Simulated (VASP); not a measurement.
The system is HfO2.

```
Hf O
1.0
     0.00000    2.55750    2.55750
     2.55750    0.00000    2.55750
     2.55750    2.55750    0.00000
Hf O
1 2
Direct
  0.00000 0.00000 0.00000
  0.75000 0.75000 0.75000
  0.25000 0.25000 0.25000
```

Base run:

| Quantity | Value |
| --- | --- |
| Program | VASP 6.6.1 |
| Functional | PBE exchange alone |
| Potentials or basis | VASP PAW PBE potentials, release 64 (Hf_pv, O) |
| Cutoff | 520 eV |
| k mesh | 9 × 9 × 9 |
| Occupations | fermi-dirac, width 0.05 eV |
| Spin | no spin polarisation |

Its results: band gap on the k mesh 3.94 eV (least direct gap 4.06 eV); pressure 15.3 GPa.

Task: The run is repeated on the same cell with these changes: functional from PBE exchange alone to r2SCAN; hubbard terms from none to Hf d U = 3.5 eV. What comes out?

Result: Band gap on the k mesh 4.80 eV (least direct gap 4.91 eV); pressure -2.7 GPa.

Several settings changed at once.

Caveats: spin-orbit coupling is left out, which moves the levels of the heavy elements; an odd mesh through Γ misses points on the zone boundary, where band edges can lie; the cell stands under pressure (at least some runs); the PAW data sets were made with another functional, which shifts forces and pressure a little (at least some runs).
